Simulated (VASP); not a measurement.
# GaP (F-43m) in VASP: a series of runs

GaP is run at these levels: r2SCAN; tasks: single point.

All numbers are computed with VASP 6.6.1; they aren't measurements. Logs are shortened: lines on timing, memory, paths and dates and some standing lists are left out, and cuts for length are marked.

## Step 1: The cell of the first run

Symmetry: F-43m, No. 216, cubic system. The conventional cell has a = 5.396 Å, b = 5.396 Å, c = 5.396 Å, α = 90.00°, β = 90.00°, γ = 90.00°. Ga (site symmetry -43m) has 4 P at 2.34 Å within 3.1 Å. Within 3.1 Å of P (site symmetry -43m) lie 4 Ga at 2.34 Å.

## Step 2: Single point, r2SCAN (strain -1.0%)

File POSCAR:

```
GaP
1.0
    0.0000000000      2.6981452945      2.6981452945
    2.6981452945      0.0000000000      2.6981452945
    2.6981452945      2.6981452945      0.0000000000
Ga P
1 1
Direct
    0.0000000000      0.0000000000      0.0000000000
    0.2500000000      0.2500000000      0.2500000000
```

File INCAR.step1:

```
  PREC = Accurate
  ENCUT = 520
  ISMEAR = 0
  SIGMA = 0.01
  LREAL = F
  LASPH = T
  NELM = 100
  NBANDS = 16
  GGA = PE
  ALGO = Normal
  EDIFF = 1E-4
  LWAVE = T
  LCHARG = F
```

File INCAR.step2:

```
  PREC = Accurate
  ENCUT = 520
  EDIFF = 1E-6
  ISMEAR = 0
  SIGMA = 0.01
  LREAL = F
  LASPH = T
  NELM = 100
  ALGO = Normal
  ISIF = 2
  LWAVE = F
  LCHARG = T
  METAGGA = R2SCAN
  LMIXTAU = T
  LELF = T
  LVHAR = T
  NBANDS = 16
  ISTART = 1
```

File KPOINTS:

```
Automatic mesh
0
Gamma
  8 8 8
```

Potentials or basis: VASP PAW PBE potentials, release 64 (Ga_d, P).

Command:

```bash
$ cat potpaw_PBE.64/Ga_d/POTCAR potpaw_PBE.64/P/POTCAR > POTCAR
$ cp INCAR.step1 INCAR
$ mpirun -np 1 vasp_std > vasp.out
$ cp INCAR.step2 INCAR
$ mpirun -np 1 vasp_std > vasp.out
```

OUTCAR:

```text
PREC = Accurate
   ENCUT = 520
   EDIFF = 1E-6
   ISMEAR = 0
   LREAL = F
   LASPH = T
   NELM = 100
   ISIF = 2
   METAGGA = R2SCAN
   ISTART = 1

 ion  position               nearest neighbor table
   1  0.000  0.000  0.000-   2 2.34   2 2.34   2 2.34   2 2.34
   2  0.250  0.250  0.250-   1 2.34   1 2.34   1 2.34   1 2.34

  LATTYP: Found a face centered cubic cell.
 ALAT       =     5.3962905890

  Lattice vectors:

 A1 = (   0.0000000000,   2.6981452945,   2.6981452945)
 A2 = (   2.6981452945,   0.0000000000,   2.6981452945)
 A3 = (   2.6981452945,   2.6981452945,   0.0000000000)

Analysis of symmetry for initial positions (statically):
=====================================================================
 Subroutine PRICEL returns:
 Original cell was already a primitive cell.

 Routine SETGRP: Setting up the symmetry group for a
 face centered cubic supercell.

 Subroutine GETGRP returns: Found 24 space group operations
 (whereof 24 operations were pure point group operations)
 out of a pool of 48 trial point group operations.

The static configuration has the point symmetry T_d .

Analysis of symmetry for dynamics (positions and initial velocities):
=====================================================================
 Subroutine PRICEL returns:
 Original cell was already a primitive cell.

 Routine SETGRP: Setting up the symmetry group for a
 face centered cubic supercell.

 Subroutine GETGRP returns: Found 24 space group operations
 (whereof 24 operations were pure point group operations)
 out of a pool of 48 trial point group operations.

The dynamic configuration has the point symmetry T_d .

 Subroutine INISYM returns: Found 24 space group operations
 (whereof 24 operations are pure point group operations),
 and found     1 'primitive' translations

----------------------------------------------------------------------------------------

                                     Primitive cell

  volume of cell :      39.2849

  direct lattice vectors                    reciprocal lattice vectors
     0.000000000  2.698145295  2.698145295    -0.185312482  0.185312482  0.185312482
     2.698145295  0.000000000  2.698145295     0.185312482 -0.185312482  0.185312482
     2.698145295  2.698145295  0.000000000     0.185312482  0.185312482 -0.185312482

  length of vectors
     3.815753669  3.815753669  3.815753669     0.320970633  0.320970633  0.320970633

  position of ions in fractional coordinates (direct lattice)
     0.000000000  0.000000000  0.000000000
     0.250000000  0.250000000  0.250000000

  ion indices of the primitive-cell ions
   primitive index   ion index
                 1           1
                 2           2

----------------------------------------------------------------------------------------

 KPOINTS: Automatic mesh

Automatic generation of k-mesh.
 Grid dimensions read from file:
 generate k-points for:    8    8    8

 Generating k-lattice:

  Cartesian coordinates                     Fractional coordinates (reciprocal lattice)
    -0.023164060  0.023164060  0.023164060     0.125000000  0.000000000  0.000000000
     0.023164060 -0.023164060  0.023164060     0.000000000  0.125000000  0.000000000
     0.023164060  0.023164060 -0.023164060     0.000000000  0.000000000  0.125000000

  Length of vectors
     0.040121329  0.040121329  0.040121329

  Shift w.r.t. Gamma in fractional coordinates (k-lattice)
     0.000000000  0.000000000  0.000000000

 Subroutine IBZKPT returns following result:
 ===========================================

 Found     29 irreducible k-points:

 Following reciprocal coordinates:
            Coordinates               Weight
  0.000000  0.000000  0.000000      1.000000
  0.125000  0.000000  0.000000      8.000000
  0.250000  0.000000  0.000000      8.000000
  0.375000  0.000000  0.000000      8.000000
  0.500000  0.000000  0.000000      4.000000
  0.125000  0.125000  0.000000      6.000000
[... 16 lines left out ...]
  0.500000  0.250000  0.125000     48.000000
 -0.375000  0.250000  0.125000     24.000000
 [... further k-points ...]
   k-points           NKPTS =     29   k-points in BZ     NKDIM =     29   number of bands    NBANDS=     16
   number of dos      NEDOS =    301   number of ions     NIONS =      2
   total plane-waves  NPLWV =  21952
   dimension x,y,z NGX =    28 NGY =   28 NGZ =   28
   dimension x,y,z NGXF=    56 NGYF=   56 NGZF=   56
   ions per type =               1   1
   NGX,Y,Z   is equivalent  to a cutoff of  12.20, 12.20, 12.20 a.u.
   NGXF,Y,Z  is equivalent  to a cutoff of  24.40, 24.40, 24.40 a.u.
 SYSTEM =  unknown system
   PREC   = accura    normal or accurate (medium, high low for compatibility)
   ISTART =      1    job   : 0-new  1-cont  2-samecut
   ICHARG =      0    charge: 1-file 2-atom 10-const
   ISPIN  =      1    spin polarized calculation?
   LNONCOLLINEAR =      F non collinear calculations
   LSORBIT =      F    spin-orbit coupling
   LASPH  =      T    aspherical Exc in radial PAW
   ENCUT  =  520.0 eV  38.22 Ry    6.18 a.u.   7.09  7.09  7.09*2*pi/ulx,y,z
   NELM   =    100;   NELMIN=  2; NELMDL=  0     # of ELM steps
   EDIFF  = 0.1E-05   stopping-criterion for ELM
   LREAL  =      F    real-space projection
   EDIFFG = 0.1E-04   stopping-criterion for IOM
   NSW    =      0    number of steps for IOM
   IBRION =     -1    ionic relax: 0-MD 1-quasi-New 2-CG
   NFREE  =      0    steps in history (QN), initial steepest desc. (CG)
   ISIF   =      2    stress and relaxation
   ISYM   =      2    0-nonsym 1-usesym 2-fastsym
   POTIM  = 0.5000    time-step for ionic-motion
   TEBEG  =    0.0;   TEEND  =   0.0 temperature during run
   PSTRESS=    0.0 pullay stress
   NELECT =      18.0000    total number of electrons
   NUPDOWN=      -1.0000    fix difference up-down
   EMIN   =  10.00;   EMAX   =-10.00  energy-range for DOS
   EFERMI =   0.00;   METHOD = LEGACY
   ISMEAR =     0;   SIGMA  =   0.01  broadening in eV -4-tet -1-fermi 0-gaus
   EFERMI_NEDOS =   21; number of points for ismear=-14 and -15
   IALGO  =     38    algorithm
   IMIX   =      4    mixing-type and parameters
     AMIX     =   0.40;   BMIX     =  1.00
     AMIX_MAG =   1.60;   BMIX_MAG =  1.00
  volume/ion in A,a.u.               =      19.64       132.55
  Fermi-wavevector in a.u.,A,eV,Ry     =   1.262090  2.385004 21.672329  1.592871
  Thomas-Fermi vector in A             =   2.395516
   LORBIT       =      0    0 simple, 1 ext, 2 COOP (PROOUT), +10 PAW based schemes
   METAGGA = R2SCAN    functional components
   LHFCALC =     F    Hartree Fock is set to
   AEXX    =    0.0000 exact exchange contribution
   IVDW    =     0    specifies the selected vdW correction
   LEPSILON=     F    determine dielectric tensor
   LRPA    =     F    only Hartree local field effects (RPA)
 non-spin polarized calculation
 Gauss-broadening in eV      SIGMA  =   0.01
  energy-cutoff  :      520.00
  volume of cell :       39.28
 maximum number of plane-waves:      1067
   NGX = 15   NGY = 15   NGZ = 15

 number of electron      18.0000000 magnetization

 Free energy of the ion-electron system (eV)
  ---------------------------------------------------
  ext. energy  EPLUGINS =         0.00000000
  ---------------------------------------------------
  free energy    TOTEN  =       -21.45266285 eV

  energy without entropy =      -21.45266285  energy(sigma->0) =      -21.45266285

 E-fermi :   4.8382     XC(G=0): -10.6963

 val. band max:        4.7758462796   @ k =   0.0000   0.0000   0.0000
 cond. band min:       6.6255202418   @ k =   0.5000   0.5000   0.0000
 fundamental gap:      1.8496739622
 Fermi energy:         4.8381898571

 k-point     1 :       0.0000    0.0000    0.0000
  band No.  band energies     occupation
      1     -10.2671      2.00000
      2     -10.2671      2.00000
      3     -10.2671      2.00000
      4     -10.1428      2.00000
      5     -10.1428      2.00000
      6      -8.4834      2.00000
[... 8 lines left out ...]
     15      15.0871      0.00000
     16      15.0871      0.00000

 k-point     2 :       0.1250    0.0000    0.0000
  band No.  band energies     occupation
      1     -10.2861      2.00000
      2     -10.2615      2.00000
      3     -10.2615      2.00000
      4     -10.1428      2.00000
      5     -10.1428      2.00000
      6      -8.2606      2.00000
[... 8 lines left out ...]
     15      14.4446      0.00000
     16      15.3132      0.00000

 k-point     3 :       0.2500    0.0000    0.0000
  band No.  band energies     occupation
      1     -10.3257      2.00000
      2     -10.2495      2.00000
      3     -10.2495      2.00000
      4     -10.1414      2.00000
      5     -10.1414      2.00000
      6      -7.6332      2.00000
[... 8 lines left out ...]
     15      14.2732      0.00000
     16      15.4347      0.00000

 k-point     4 :       0.3750    0.0000    0.0000
  band No.  band energies     occupation
      1     -10.3593      2.00000
      2     -10.2400      2.00000
      3     -10.2400      2.00000
      4     -10.1372      2.00000
      5     -10.1372      2.00000
      6      -6.7582      2.00000
[... 8 lines left out ...]
     15      15.5879      0.00000
     16      15.5879      0.00000
[... 324 lines left out ...]
 k-point    22 :       0.3750    0.2500    0.1250
  band No.  band energies     occupation
      1     -10.3535      2.00000
      2     -10.2352      2.00000
      3     -10.2306      2.00000
      4     -10.1557      2.00000
      5     -10.1322      2.00000
      6      -7.1027      2.00000
[... 8 lines left out ...]
     15      16.6637      0.00000
     16      18.1662      0.00000

 k-point    23 :       0.5000    0.2500    0.1250
  band No.  band energies     occupation
      1     -10.3726      2.00000
      2     -10.2300      2.00000
      3     -10.2197      2.00000
      4     -10.1533      2.00000
      5     -10.1324      2.00000
      6      -6.2788      2.00000
[... 8 lines left out ...]
     15      17.1819      0.00000
     16      18.4634      0.00000

 k-point    24 :      -0.3750    0.2500    0.1250
  band No.  band energies     occupation
      1     -10.3795      2.00000
      2     -10.2290      2.00000
      3     -10.2158      2.00000
      4     -10.1492      2.00000
      5     -10.1344      2.00000
      6      -5.7762      2.00000
[... 8 lines left out ...]
     15      17.5557      0.00000
     16      18.2152      0.00000

 [... further k-points ...]

------------------------ aborting loop because EDIFF is reached ----------------------------------------

  FORCE on cell =-STRESS in cart. coord.  units (eV):
  Direction    XX          YY          ZZ          XY          YZ          ZX
  --------------------------------------------------------------------------------------
  -------------------------------------------------------------------------------------
  Total        0.6916771      0.6916771      0.6916771      0.0000000      0.0000000     -0.0000000
  in kB       28.2090175     28.2090175     28.2090175      0.0000000      0.0000000     -0.0000000
  external PRESSURE =      28.2090175 kB  Pullay stress =       0.0000000 kB

 VOLUME and BASIS-vectors are now :
 -----------------------------------------------------------------------------
  energy-cutoff  :      520.00
  volume of cell :       39.28
      direct lattice vectors                 reciprocal lattice vectors
     0.000000000  2.698145295  2.698145295    -0.185312482  0.185312482  0.185312482
     2.698145295  0.000000000  2.698145295     0.185312482 -0.185312482  0.185312482
     2.698145295  2.698145295  0.000000000     0.185312482  0.185312482 -0.185312482

 POSITION                                       TOTAL-FORCE (eV/Angst)
 -----------------------------------------------------------------------------------
      0.00000      0.00000      0.00000         0.000000      0.000000      0.000000
      1.34907      1.34907      1.34907        -0.000000     -0.000000     -0.000000
 -----------------------------------------------------------------------------------
    total drift:                                0.000002      0.000002      0.000002

  FREE ENERGIE OF THE ION-ELECTRON SYSTEM (eV)
  ---------------------------------------------------
  free  energy   TOTEN  =       -21.4526628485 eV

  energy  without entropy=      -21.4526628485  energy(sigma->0) =      -21.45266285
```

It took 53 s on 1 thread of Intel Xeon Platinum 8488C (Sapphire Rapids), shared host; peak memory 0.17 GiB.

What came out:

```yaml
Free_energy: -21.4527 eV
Pressure: 2.8 GPa
Band_gap_on_the_k_mesh: 1.85 eV (least direct gap 2.61 eV)
```

Levels at points of the mesh, in eV from the valence-band top:
```tsv
k point	band 5	band 6	band 7	band 8	band 9	band 10	band 11	band 12	band 13	band 14
(0.00, 0.00, 0.00)	-14.92	-13.26	0.00	0.00	0.00	2.61	4.18	4.18	4.18	9.61
(0.50, 0.00, 0.00)	-14.91	-10.99	-7.03	-1.22	-1.22	2.14	5.05	5.05	8.90	11.88
(0.50, 0.50, 0.00)	-14.89	-10.02	-7.11	-2.91	-2.91	1.85	2.07	11.59	11.59	12.31
```

Caveat: the cell differs from its parent crystal (strain -1.0%); the PAW data sets were made with another functional, which shifts forces and pressure a little.

## Step 3: Single point, r2SCAN (strain +1.0%)

File POSCAR:

```
GaP
1.0
    0.0000000000      2.7526532803      2.7526532803
    2.7526532803      0.0000000000      2.7526532803
    2.7526532803      2.7526532803      0.0000000000
Ga P
1 1
Direct
    0.0000000000      0.0000000000      0.0000000000
    0.2500000000      0.2500000000      0.2500000000
```

File INCAR.step1:

```
PREC = Accurate
ENCUT = 520
ISMEAR = 0
SIGMA = 0.01
LREAL = F
LASPH = T
NELM = 60
NBANDS = 16
GGA = PE
ALGO = Normal
EDIFF = 1E-4
LWAVE = T
LCHARG = F
```

File INCAR.step2:

```
PREC = Accurate
ENCUT = 520
EDIFF = 1E-7
ISMEAR = 0
SIGMA = 0.01
LREAL = F
LASPH = T
NELM = 60
ALGO = Normal
ISIF = 2
LWAVE = F
LCHARG = F
METAGGA = R2SCAN
LMIXTAU = T
NBANDS = 16
ISTART = 1
```

File KPOINTS:

```
regular mesh
0
Gamma
  8 8 8
```

Potentials or basis: VASP PAW PBE potentials, release 64 (Ga_d, P).

Command:

```bash
$ cat potpaw_PBE.64/Ga_d/POTCAR potpaw_PBE.64/P/POTCAR > POTCAR
$ cp INCAR.step1 INCAR
$ mpirun -np 1 vasp_std > vasp.out
$ cp INCAR.step2 INCAR
$ mpirun -np 1 vasp_std > vasp.out
```

It took 85 s on 1 thread of Intel Xeon Platinum 8488C (Sapphire Rapids), shared host; peak memory 0.17 GiB.

Results (log left out):

```
Free energy            : -21.4532 eV
Pressure               : -2.5 GPa
Band gap on the k mesh : 1.94 eV (least direct gap 2.08 eV)
```

Levels at points of the mesh, in eV from the valence-band top:
```
           k point  band 6  band 7  band 8  band 9  band 10  band 11  band 12  band 13
(0.00, 0.00, 0.00)  -12.79    0.00    0.00    0.00     2.08     4.20     4.20     4.20
(0.50, 0.00, 0.00)  -10.73   -6.67   -1.12   -1.12     1.94     5.06     5.06     8.76
(0.50, 0.50, 0.00)   -9.84   -6.81   -2.69   -2.69     1.97     2.13    11.12    11.12
```

Caveat: the cell differs from its parent crystal (strain +1.0%); the PAW data sets were made with another functional, which shifts forces and pressure a little.

## Step 4: Single point, r2SCAN (strain +2.0%)

File POSCAR:

```
GaP
1.0
    0.0000000000      2.7799072732      2.7799072732
    2.7799072732      0.0000000000      2.7799072732
    2.7799072732      2.7799072732      0.0000000000
Ga P
1 1
Direct
    0.0000000000      0.0000000000      0.0000000000
    0.2500000000      0.2500000000      0.2500000000
```

File INCAR.step1:

```
ALGO = Normal ; EDIFF = 1E-4
ENCUT = 520 ; GGA = PE
ISMEAR = 0 ; LASPH = T
LCHARG = F ; LREAL = F
LWAVE = T ; NBANDS = 16
NELM = 60 ; PREC = Accurate
SIGMA = 0.01
```

File INCAR.step2:

```
ALGO = Normal ; EDIFF = 1E-6
ENCUT = 520 ; ISIF = 2
ISMEAR = 0 ; ISTART = 1
LASPH = T ; LCHARG = T
LELF = T ; LMIXTAU = T
LREAL = F ; LVHAR = T
LWAVE = F ; METAGGA = R2SCAN
NBANDS = 16 ; NELM = 60
PREC = Accurate ; SIGMA = 0.01
```

File KPOINTS:

```
k-points
0
Gamma
  8 8 8
```

Command:

```bash
$ cat potpaw_PBE.64/Ga_d/POTCAR potpaw_PBE.64/P/POTCAR > POTCAR
$ cp INCAR.step1 INCAR
$ mpirun -np 1 vasp_std > vasp.out
$ cp INCAR.step2 INCAR
$ mpirun -np 1 vasp_std > vasp.out
```

Run time: 57 s. Hardware: 1 thread of Intel Xeon Platinum 8488C (Sapphire Rapids), shared host; peak memory 0.17 GiB.

It converged, with:

- Free energy: -21.4253 eV
- Pressure: -4.6 GPa
- Band gap on the k mesh: 1.83 eV

Levels at points of the mesh, in eV from the valence-band top:
```
           k point  band 6  band 7  band 8  band 9  band 10  band 11  band 12  band 13
(0.00, 0.00, 0.00)  -12.58    0.00    0.00    0.00     1.83     4.20     4.20     4.20
(0.50, 0.00, 0.00)  -10.61   -6.51   -1.08   -1.08     1.84     5.07     5.07     8.68
(0.50, 0.50, 0.00)   -9.76   -6.67   -2.59   -2.59     2.03     2.14    10.88    10.88
```

Caveat: the cell differs from its parent crystal (strain +2.0%); the cell stands under tension; the PAW data sets were made with another functional, which shifts forces and pressure a little. A k mesh can miss the band edges.

## Step 5: Summary

| cell | gap on the mesh (eV) | pressure (GPa) |
| --- | --- | --- |
| a = 3.816 Å, angles 60.0°, 2 atoms | 1.85 | 2.8 |
| a = 3.893 Å, angles 60.0°, 2 atoms | 1.94 | -2.5 |
| a = 3.931 Å, angles 60.0°, 2 atoms | 1.83 | -4.6 |

Alike in all rows: task single point; level r2SCAN; potentials or basis VASP PAW PBE potentials, release 64 (Ga_d, P); no spin polarisation; k mesh 8 × 8 × 8; cutoff (eV) 520; smearing gaussian 0.01 eV.

Caveats: the PAW data sets were made with another functional, which shifts forces and pressure a little; the cell stands under tension (at least some runs).

Total energies depend on the potentials used, so only differences within one code and one set of settings carry meaning.
